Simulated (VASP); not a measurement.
# GaP2 (P4/mbm) in VASP: further runs

The runs below take GaP2 through single point, relaxation of cell and atoms, with PBE.

All numbers are computed with VASP 6.6.1; they aren't measurements. Logs are shortened: lines on timing, memory, paths and dates and some standing lists are left out, and cuts for length are marked.

### 1 The cell of the first run

The structure is tetragonal, space group P4/mbm (No. 127). Conventional cell: a = 6.586 Å, b = 6.586 Å, c = 2.564 Å, α = 90.00°, β = 90.00°, γ = 90.00°. Within 3.4 Å of Ga (site symmetry 4/m) lie 2 Ga at 2.56 Å and 4 P at 2.65 Å. Within 2.8 Å of P (site symmetry m2m) lie 3 P at 2.13 to 2.56 Å and 2 Ga at 2.65 Å.

The cell was built from a structure type or drawn by symmetry, and may not be a known phase.

### 2 Single point, PBE

Contents of INCAR:

```
SYSTEM = GaP2
ALGO = Normal ; EDIFF = 1E-6
ENCUT = 520 ; GGA = PE
ISIF = 2 ; ISMEAR = 0
LASPH = .TRUE. ; LCHARG = .TRUE.
LELF = .TRUE. ; LREAL = .FALSE.
LVHAR = .TRUE. ; LWAVE = .FALSE.
NBANDS = 32 ; NELM = 60
PREC = Accurate ; SIGMA = 0.1
```

Contents of KPOINTS:

```
k-points
0
G
  6 6 14
  0 0 0
```

Contents of POSCAR:

```
GaP2
1.0
    6.5863562338      0.0000000000      0.0000000000
    0.0000000000      6.5863562338      0.0000000000
    0.0000000000      0.0000000000      2.5641143707
Ga P
2 4
Direct
    0.0000000000      0.0000000000      0.0000000000
    0.5000000000      0.5000000000      0.0000000000
    0.1144148377      0.3855851623      0.0000000000
    0.3855851623      0.8855851623      0.0000000000
    0.8855851623      0.6144148377      0.0000000000
    0.6144148377      0.1144148377      0.0000000000
```

Potentials or basis: VASP PAW PBE potentials, release 64 (Ga_d, P).

The run is started by

```
cat potpaw_PBE.64/Ga_d/POTCAR potpaw_PBE.64/P/POTCAR > POTCAR
mpirun -np 1 vasp_std > vasp.out
```

OUTCAR:

```text
SYSTEM = GaP2
   EDIFF = 1E-6
   ENCUT = 520
   GGA = PE
   ISIF = 2
   ISMEAR = 0
   LASPH = .TRUE.
   LREAL = .FALSE.
   NELM = 60
   PREC = Accurate

 ion  position               nearest neighbor table
   1  0.000  0.000  0.000-   3 2.65   4 2.65   5 2.65   6 2.65
   2  0.500  0.500  0.000-   3 2.65   4 2.65   5 2.65   6 2.65
   3  0.114  0.386  0.000-   5 2.13   2 2.65   1 2.65
   4  0.386  0.886  0.000-   6 2.13   2 2.65   1 2.65
   5  0.886  0.614  0.000-   3 2.13   2 2.65   1 2.65
   6  0.614  0.114  0.000-   4 2.13   2 2.65   1 2.65

  LATTYP: Found a simple tetragonal cell.
 ALAT       =     6.5863562338
 C/A-ratio  =     0.3893069673

  Lattice vectors:

 A1 = (   6.5863562338,   0.0000000000,   0.0000000000)
 A2 = (   0.0000000000,   6.5863562338,   0.0000000000)
 A3 = (   0.0000000000,   0.0000000000,   2.5641143707)

Analysis of symmetry for initial positions (statically):
=====================================================================
 Subroutine PRICEL returns:
 Original cell was already a primitive cell.

 Routine SETGRP: Setting up the symmetry group for a
 simple tetragonal supercell.

 Subroutine GETGRP returns: Found 16 space group operations
 (whereof  8 operations were pure point group operations)
 out of a pool of 16 trial point group operations.

The static configuration has the point symmetry C_4h.
 The point group associated with its full space group is D_4h.

Analysis of symmetry for dynamics (positions and initial velocities):
=====================================================================
 Subroutine PRICEL returns:
 Original cell was already a primitive cell.

 Routine SETGRP: Setting up the symmetry group for a
 simple tetragonal supercell.

 Subroutine GETGRP returns: Found 16 space group operations
 (whereof  8 operations were pure point group operations)
 out of a pool of 16 trial point group operations.

The dynamic configuration has the point symmetry C_4h.
 The point group associated with its full space group is D_4h.

 Subroutine INISYM returns: Found 16 space group operations
 (whereof  8 operations are pure point group operations),
 and found     1 'primitive' translations

----------------------------------------------------------------------------------------

                                     Primitive cell

  volume of cell :     111.2315

  direct lattice vectors                    reciprocal lattice vectors
     6.586356234  0.000000000  0.000000000     0.151829018  0.000000000  0.000000000
     0.000000000  6.586356234  0.000000000     0.000000000  0.151829018  0.000000000
     0.000000000  0.000000000  2.564114371     0.000000000  0.000000000  0.389998204

  length of vectors
     6.586356234  6.586356234  2.564114371     0.151829018  0.151829018  0.389998204

  position of ions in fractional coordinates (direct lattice)
     0.000000000  0.000000000  0.000000000
     0.500000000  0.500000000  0.000000000
     0.114414838  0.385585162  0.000000000
     0.385585162  0.885585162  0.000000000
     0.885585162  0.614414838  0.000000000
     0.614414838  0.114414838  0.000000000

  ion indices of the primitive-cell ions
   primitive index   ion index
                 1           1
                 2           2
                 3           3
                 4           4
                 5           5
                 6           6

----------------------------------------------------------------------------------------

 KPOINTS: k-points

Automatic generation of k-mesh.
 Grid dimensions read from file:
 generate k-points for:    6    6   14

 Generating k-lattice:

  Cartesian coordinates                     Fractional coordinates (reciprocal lattice)
     0.025304836  0.000000000  0.000000000     0.166666667  0.000000000  0.000000000
     0.000000000  0.025304836  0.000000000     0.000000000  0.166666667  0.000000000
     0.000000000  0.000000000  0.027857015     0.000000000  0.000000000  0.071428571

  Length of vectors
     0.025304836  0.025304836  0.027857015

  Shift w.r.t. Gamma in fractional coordinates (k-lattice)
     0.000000000  0.000000000  0.000000000

 Subroutine IBZKPT returns following result:
 ===========================================

 Found     80 irreducible k-points:

 Following reciprocal coordinates:
            Coordinates               Weight
  0.000000  0.000000  0.000000      1.000000
  0.166667  0.000000  0.000000      4.000000
  0.333333  0.000000  0.000000      4.000000
  0.500000  0.000000  0.000000      2.000000
  0.166667  0.166667  0.000000      4.000000
  0.333333  0.166667  0.000000      8.000000
[... 16 lines left out ...]
  0.333333  0.000000  0.142857      8.000000
  0.500000  0.000000  0.142857      4.000000
 [... further k-points ...]
   k-points           NKPTS =     80   k-points in BZ     NKDIM =     80   number of bands    NBANDS=     32
   number of dos      NEDOS =    301   number of ions     NIONS =      6
   total plane-waves  NPLWV =  50000
   dimension x,y,z NGX =    50 NGY =   50 NGZ =   20
   dimension x,y,z NGXF=   100 NGYF=  100 NGZF=   40
   ions per type =               2   4
   NGX,Y,Z   is equivalent  to a cutoff of  12.62, 12.62, 12.97 a.u.
   NGXF,Y,Z  is equivalent  to a cutoff of  25.24, 25.24, 25.93 a.u.
 SYSTEM =  GaP2
   PREC   = accura    normal or accurate (medium, high low for compatibility)
   ISTART =      0    job   : 0-new  1-cont  2-samecut
   ICHARG =      2    charge: 1-file 2-atom 10-const
   ISPIN  =      1    spin polarized calculation?
   LNONCOLLINEAR =      F non collinear calculations
   LSORBIT =      F    spin-orbit coupling
   LASPH  =      T    aspherical Exc in radial PAW
   ENCUT  =  520.0 eV  38.22 Ry    6.18 a.u.  12.25 12.25  4.77*2*pi/ulx,y,z
   NELM   =     60;   NELMIN=  2; NELMDL= -5     # of ELM steps
   EDIFF  = 0.1E-05   stopping-criterion for ELM
   LREAL  =      F    real-space projection
   EDIFFG = 0.1E-04   stopping-criterion for IOM
   NSW    =      0    number of steps for IOM
   IBRION =     -1    ionic relax: 0-MD 1-quasi-New 2-CG
   NFREE  =      0    steps in history (QN), initial steepest desc. (CG)
   ISIF   =      2    stress and relaxation
   ISYM   =      2    0-nonsym 1-usesym 2-fastsym
   POTIM  = 0.5000    time-step for ionic-motion
   TEBEG  =    0.0;   TEEND  =   0.0 temperature during run
   PSTRESS=    0.0 pullay stress
   NELECT =      46.0000    total number of electrons
   NUPDOWN=      -1.0000    fix difference up-down
   EMIN   =  10.00;   EMAX   =-10.00  energy-range for DOS
   EFERMI =   0.00;   METHOD = LEGACY
   ISMEAR =     0;   SIGMA  =   0.10  broadening in eV -4-tet -1-fermi 0-gaus
   EFERMI_NEDOS =   21; number of points for ismear=-14 and -15
   IALGO  =     38    algorithm
   IMIX   =      4    mixing-type and parameters
     AMIX     =   0.40;   BMIX     =  1.00
     AMIX_MAG =   1.60;   BMIX_MAG =  1.00
  volume/ion in A,a.u.               =      18.54       125.10
  Fermi-wavevector in a.u.,A,eV,Ry     =   1.219696  2.304891 20.240811  1.487658
  Thomas-Fermi vector in A             =   2.354939
   LORBIT       =      0    0 simple, 1 ext, 2 COOP (PROOUT), +10 PAW based schemes
   GGA     = PE    functional components
   LHFCALC =     F    Hartree Fock is set to
   AEXX    =    0.0000 exact exchange contribution
   IVDW    =     0    specifies the selected vdW correction
   LEPSILON=     F    determine dielectric tensor
   LRPA    =     F    only Hartree local field effects (RPA)
 non-spin polarized calculation
 Gauss-broadening in eV      SIGMA  =   0.10
  energy-cutoff  :      520.00
  volume of cell :      111.23
 maximum number of plane-waves:      3022
 NGX is ok and might be reduce to    50
   NGX = 25   NGY = 25   NGZ =  9

 number of electron      45.9999992 magnetization

 Free energy of the ion-electron system (eV)
  ---------------------------------------------------
  ext. energy  EPLUGINS =         0.00000000
  ---------------------------------------------------
  free energy    TOTEN  =       -26.69120194 eV

  energy without entropy =      -26.67898347  energy(sigma->0) =      -26.68509270

 E-fermi :   5.9552     XC(G=0): -10.3401

 val. band max:        5.9520147307   @ k =   0.3333   0.0000   0.2143
 cond. band min:       5.9687668321   @ k =   0.3333   0.3333   0.4286
 fundamental gap:      0.0167521014
 Fermi energy:         5.9551805027

 k-point     1 :       0.0000    0.0000    0.0000
  band No.  band energies     occupation
      1      -8.9462      2.00000
      2      -8.9213      2.00000
      3      -8.8041      2.00000
      4      -8.6460      2.00000
      5      -8.6006      2.00000
      6      -8.5850      2.00000
[... 24 lines left out ...]
     31      11.4941      0.00000
     32      13.4058      0.00000

 k-point     2 :       0.1667    0.0000    0.0000
  band No.  band energies     occupation
      1      -8.9425      2.00000
      2      -8.9218      2.00000
      3      -8.7912      2.00000
      4      -8.6512      2.00000
      5      -8.5996      2.00000
      6      -8.5860      2.00000
[... 24 lines left out ...]
     31      12.1887      0.00000
     32      13.6499      0.00000

 k-point     3 :       0.3333    0.0000    0.0000
  band No.  band energies     occupation
      1      -8.9348      2.00000
      2      -8.9237      2.00000
      3      -8.7567      2.00000
      4      -8.6729      2.00000
      5      -8.5968      2.00000
      6      -8.5888      2.00000
[... 24 lines left out ...]
     31      13.0108      0.00000
     32      13.6124      0.00000

 k-point     4 :       0.5000    0.0000    0.0000
  band No.  band energies     occupation
      1      -8.9280      2.00000
      2      -8.9280      2.00000
      3      -8.7121      2.00000
      4      -8.7121      2.00000
      5      -8.5928      2.00000
      6      -8.5928      2.00000
[... 24 lines left out ...]
     31      13.3138      0.00000
     32      13.3163      0.00000

 k-point     5 :       0.1667    0.1667    0.0000
  band No.  band energies     occupation
      1      -8.9394      2.00000
      2      -8.9220      2.00000
      3      -8.7786      2.00000
      4      -8.6538      2.00000
      5      -8.5987      2.00000
      6      -8.5868      2.00000
[... 584 lines left out ...]
     31      10.8392      0.00000
     32      11.9390      0.00000

 k-point    22 :       0.1667    0.0000    0.1429
  band No.  band energies     occupation
      1      -8.8277      2.00000
      2      -8.8037      2.00000
      3      -8.7440      2.00000
      4      -8.6406      2.00000
      5      -8.5906      2.00000
      6      -8.5785      2.00000
[... 24 lines left out ...]
     31      11.3911      0.00000
     32      11.4464      0.00000

 k-point    23 :       0.3333    0.0000    0.1429
  band No.  band energies     occupation
      1      -8.8197      2.00000
      2      -8.8065      2.00000
      3      -8.7171      2.00000
      4      -8.6557      2.00000
      5      -8.5880      2.00000
      6      -8.5809      2.00000
[... 24 lines left out ...]
     31      11.3499      0.00000
     32      12.3733      0.00000

 k-point    24 :       0.5000    0.0000    0.1429
  band No.  band energies     occupation
      1      -8.8119      2.00000
      2      -8.8119      2.00000
      3      -8.6836      2.00000
      4      -8.6836      2.00000
      5      -8.5845      2.00000
      6      -8.5845      2.00000
[... 24 lines left out ...]
     31      12.6975      0.00000
     32      12.6975      0.00000

 [... further k-points ...]

------------------------ aborting loop because EDIFF is reached ----------------------------------------

  FORCE on cell =-STRESS in cart. coord.  units (eV):
  Direction    XX          YY          ZZ          XY          YZ          ZX
  --------------------------------------------------------------------------------------
  -------------------------------------------------------------------------------------
  Total       -0.0514434     -0.0514434      0.0032226      0.0000000     -0.0000000      0.0000000
  in kB       -0.7409906     -0.7409906      0.0464188      0.0000000     -0.0000000      0.0000000
  external PRESSURE =      -0.4785208 kB  Pullay stress =       0.0000000 kB

 VOLUME and BASIS-vectors are now :
 -----------------------------------------------------------------------------
  energy-cutoff  :      520.00
  volume of cell :      111.23
      direct lattice vectors                 reciprocal lattice vectors
     6.586356234  0.000000000  0.000000000     0.151829018  0.000000000  0.000000000
     0.000000000  6.586356234  0.000000000     0.000000000  0.151829018  0.000000000
     0.000000000  0.000000000  2.564114371     0.000000000  0.000000000  0.389998204

 POSITION                                       TOTAL-FORCE (eV/Angst)
 -----------------------------------------------------------------------------------
      0.00000      0.00000      0.00000         0.000000      0.000000      0.000000
      3.29318      3.29318      0.00000         0.000000      0.000000      0.000000
      0.75358      2.53960      0.00000        -0.034477      0.034477      0.000000
      2.53960      5.83278      0.00000         0.034477      0.034477      0.000000
      5.83278      4.04675      0.00000         0.034477     -0.034477     -0.000000
      4.04675      0.75358      0.00000        -0.034477     -0.034477      0.000000
 -----------------------------------------------------------------------------------
    total drift:                               -0.000000      0.000000     -0.000000

  FREE ENERGIE OF THE ION-ELECTRON SYSTEM (eV)
  ---------------------------------------------------
  free  energy   TOTEN  =       -26.6912019362 eV

  energy  without entropy=      -26.6789834719  energy(sigma->0) =      -26.68509270
```

Wall time 2 min (1 thread of Intel Xeon 6975P-C (Granite Rapids), shared host); peak memory 0.37 GiB.

Results:

- Free energy: -26.6912 eV
- Pressure: 0.0 GPa
- Largest force: 0.049 eV/Å
- Band gap on the k mesh: zero (bands 23 and 24 overlap by 4.04 eV)

Forces on the atoms (eV/Å):
```
Ga   0.000  0.000  0.000
Ga   0.000  0.000  0.000
P   -0.034  0.034  0.000
P    0.034  0.034  0.000
P    0.034 -0.034  0.000
P   -0.034 -0.034  0.000
```

Stress tensor (GPa, compression positive):
```
-0.07  0.00  0.00
 0.00 -0.07  0.00
 0.00  0.00  0.00
```

Levels at points of the mesh, in eV from the Fermi level:
| k point | band 20 | band 21 | band 22 | band 23 | band 24 | band 25 | band 26 | band 27 |
| --- | --- | --- | --- | --- | --- | --- | --- | --- |
| (0.00, 0.00, 0.00) | -1.47 | -0.40 | 1.54 | 1.54 | 2.65 | 2.88 | 2.88 | 4.26 |
| (0.50, 0.00, 0.00) | -3.34 | -1.06 | -1.06 | 2.04 | 2.04 | 3.34 | 3.34 | 5.12 |
| (0.50, 0.50, 0.00) | -3.36 | -1.96 | -1.96 | 2.46 | 2.46 | 2.76 | 2.76 | 5.15 |
| (0.00, 0.00, 0.50) | -3.49 | -2.00 | -2.00 | -1.67 | -1.50 | -0.64 | 2.26 | 3.02 |
| (0.50, 0.00, 0.50) | -3.70 | -1.35 | -1.35 | -0.85 | -0.85 | -0.21 | -0.21 | 3.15 |
| (0.50, 0.50, 0.50) | -2.29 | -2.24 | -2.24 | -0.40 | -0.40 | -0.18 | -0.18 | 2.26 |

### 3 Relaxation of cell and atoms, PBE

This run uses another cell than the first one, of 14.26 Å³/atom.

Contents of INCAR:

```
PREC = Accurate ; ENCUT = 600
EDIFF = 1E-7 ; ISMEAR = 0
SIGMA = 0.1 ; LREAL = False
LASPH = True ; NELM = 80
ALGO = Normal ; ISIF = 3
LWAVE = False ; LCHARG = False
GGA = PE ; IBRION = 2
NSW = 90 ; EDIFFG = -0.04
```

Contents of KPOINTS:

```
Automatic mesh
0
Gamma
  4 4 8
```

Contents of POSCAR:

```
GaP2
1.0
    6.1561607100      0.0000000000      0.0000000000
    0.0000000000      6.1561607100      0.0000000000
    0.0000000000      0.0000000000      2.2573686800
Ga P
2 4
Direct
    0.0000000000      0.0000000000      0.0000000000
    0.5000000000      0.5000000000      0.0000000000
    0.1767953900      0.3232046100      0.0000000000
    0.3232046100      0.8232046100      0.0000000000
    0.8232046100      0.6767953900      0.0000000000
    0.6767953900      0.1767953900      0.0000000000
```

Potentials or basis: VASP PAW PBE potentials, release 64 (Ga_d, P).

The run is started by

```
cat potpaw_PBE.64/Ga_d/POTCAR potpaw_PBE.64/P/POTCAR > POTCAR
mpirun -np 1 vasp_std > vasp.out
```

Wall time 13 min (1 thread of Intel Xeon 6975P-C (Granite Rapids), shared host); peak memory 0.25 GiB.

It converged, with:

- Free energy: -26.9887 eV
- Relaxed volume: 18.54 Å³/atom
- Relaxed cell: a = 6.597 Å, b = 6.597 Å, c = 2.556 Å, α = 90.00°, β = 90.00°, γ = 90.00°
- Space group after relaxing (to 0.1 Å): P4/mbm (No. 127)
- Energy gained by relaxing: 846.9 meV/atom
- Ionic steps: 29
- Pressure after relaxing: 0.0 GPa
- Band gap on the k mesh: zero (bands 23 and 24 overlap by 3.97 eV)

Step by step:
```csv
step,energy change (eV),largest force (eV/Å),pressure (GPa),volume (Å³)
1,0.0000,1.4659,35.74,85.55
2,-1.7307,0.2497,-8.90,131.28
3,-2.3752,0.5287,-0.46,111.18
4,-2.4654,0.5184,-0.47,110.93
5,-2.6637,0.4098,1.49,110.02
6,-2.7216,0.4320,0.17,111.54
7,-2.8461,0.5428,-3.08,116.18
8,-3.0685,1.0300,-6.57,125.84
9,-3.5682,2.3459,-0.85,146.71
10,-3.3022,1.5183,-6.20,128.71
11,-3.9057,1.1993,-5.32,137.51
12,-3.9645,0.1107,-3.54,142.07
13,-3.9843,0.6459,-4.51,139.95
14,-3.9884,0.4426,-4.24,140.59
15,-4.0086,0.0764,-3.81,141.10
16,-4.0099,0.0527,-3.68,141.26
17,-4.0352,0.0501,-3.69,140.83
18,-4.1099,0.0426,-3.77,139.53
19,-4.2546,0.0421,-3.89,136.94
20,-4.5164,0.0805,-3.95,131.80
21,-4.9108,0.1735,-3.06,121.72
22,-4.5944,0.3938,6.48,102.34
23,-5.0263,0.4486,-1.50,116.40
24,-5.0434,0.5023,0.06,112.06
25,-5.0489,0.4930,-0.51,113.44
26,-5.0776,0.0752,-0.17,111.52
27,-5.0789,0.0254,-0.06,111.01
28,-5.0808,0.0121,-0.01,111.13
29,-5.0812,0.0019,0.02,111.22
```

Final structure:
```
Ga P
1.0
     6.59670    0.00000    0.00000
     0.00000    6.59670    0.00000
     0.00000    0.00000    2.55573
Ga P
2 4
Direct
  0.00000 0.00000 0.00000
  0.50000 0.50000 0.00000
  0.11424 0.38576 0.00000
  0.38576 0.88576 0.00000
  0.88576 0.61424 0.00000
  0.61424 0.11424 0.00000
```

Levels at points of the mesh, in eV from the Fermi level:
```
           k point  band 18  band 19  band 20  band 21  band 22  band 23  band 24  band 25  band 26  band 27
(0.00, 0.00, 0.00)    -5.32    -4.74    -1.63    -0.52     1.39     1.39     2.49     2.74     2.74     4.13
(0.50, 0.00, 0.00)    -4.79    -3.47    -3.47    -1.20    -1.20     1.90     1.90     3.20     3.20     5.12
(0.50, 0.50, 0.00)    -5.28    -3.48    -3.48    -2.11    -2.11     2.34     2.34     2.61     2.61     5.15
(0.00, 0.00, 0.50)    -3.64    -3.64    -3.55    -2.07    -2.07    -1.74    -1.63    -0.79     2.17     2.91
(0.50, 0.00, 0.50)    -3.86    -3.76    -3.76    -1.42    -1.42    -0.99    -0.99    -0.29    -0.29     3.06
(0.50, 0.50, 0.50)    -4.22    -2.36    -2.36    -2.31    -2.31    -0.54    -0.54    -0.25    -0.25     2.16
```

Caveat: the volume moved by over 15 % at a fixed basis, so the end points are rough.
